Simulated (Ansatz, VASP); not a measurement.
MoSe in VASP and in Ansatz

File INCAR:

```
SYSTEM = MoSe
PREC     = Accurate       ! precision mode
ENCUT    = 520            ! plane-wave cutoff, eV
EDIFF    = 1E-7           ! SCF threshold, eV
ISMEAR   = 0              ! smearing method
SIGMA    = 0.1            ! smearing width, eV
LREAL    = .False.        ! projectors in reciprocal space
LASPH    = .True.         ! aspherical terms in the spheres
NELM     = 150            ! most SCF steps
ALGO     = Normal         ! electronic algorithm
ISIF     = 2              ! what is computed and relaxed
LWAVE    = .False.        ! write WAVECAR
LCHARG   = .True.         ! write CHGCAR
ISPIN    = 2              ! spin polarisation
MAGMOM   = 2 0            ! initial moments
LORBIT   = 11             ! projections on sites
LMAXMIX  = 4              ! l up to which the mixer works
LDAU     = .True.         ! DFT+U
LDAUTYPE = 2            
LDAUL    = 2 -1           ! shell
LDAUU    = 4.38 0         ! U, eV
LDAUJ    = 0 0          
LDAUPRINT= 1            
GGA      = PE             ! functional
LELF     = .True.         ! ELF
LVHAR    = .True.       
NBANDS   = 21             ! bands
```

Contents of KPOINTS:

```
Automatic mesh
0
Gamma
  12 12 12
  0 0 0
```

Contents of POSCAR:

```
MoSe
1.0
    0.0000000000      3.3006193607      3.3006193607
    3.3006193607      0.0000000000      3.3006193607
    3.3006193607      3.3006193607      0.0000000000
Mo Se
1 1
Direct
    0.0000000000      0.0000000000      0.0000000000
    0.2500000000      0.2500000000      0.2500000000
```

Input for Ansatz:

```yaml
crystal:
  lattice:
    - [0.0, 3.3006195965, 3.3006195965]
    - [3.3006195965, 0.0, 3.3006195965]
    - [3.3006195965, 3.3006195965, 0.0]
  atoms:
    - { symbol: Mo, position: [0.0, 0.0, 0.0], spin: 2.0 }
    - { symbol: Se, position: [0.25, 0.25, 0.25] }
basis:
  ecutwfc: 420
kpoints:
  mp_grid: { grid: [12, 12, 12] }
hamiltonian:
  xc: pbe
  hubbard: { sites: [{ species: Mo, l: d, u_eff: 4.38 }] }
scf:
  occupations: { method: gaussian, width: 0.1 }
output:
  forces: true
  stress: true
  eigenvalues: true
  populations: true
magnetization:
  spin_polarized: true
```

Alike in both runs: task single point; functional PBE; k mesh 12 × 12 × 12; occupations gaussian, width 0.1 eV; collinear spin; Hubbard terms Mo d U = 4.38 eV.

|  | VASP | Ansatz |
| --- | --- | --- |
| version | VASP 6.6.1 | Ansatz 0.2.0 |
| potentials or method | VASP PAW PBE potentials, release 64 (Mo_sv, Se), cutoff 520 eV | scalar-relativistic, plane waves, PAW |
| valence electrons in the cell | 20 | 30 |

```tsv
	VASP	Ansatz	Ansatz less VASP
gap on the k mesh at the Fermi level (eV)	none	none	-
pressure (GPa)	-5.9	-5.0	+0.87
net moment per atom (μB)	2.00	2.00	0.000
size of the moment on the site where the two differ most (μB)	3.71	3.46	-0.249
```

Site moments also hang on the region over which each program counts them. The programs project onto different local orbitals, so the same U acts differently, and such runs can settle in different states. A gap of «none» marks a metal or a gap that the smearing closes. VASP's potentials hold 20 valence electrons a cell and Ansatz's 30, so a difference there can come from the potentials and not from the codes. Ansatz's warnings: filled band counts differ across k points.
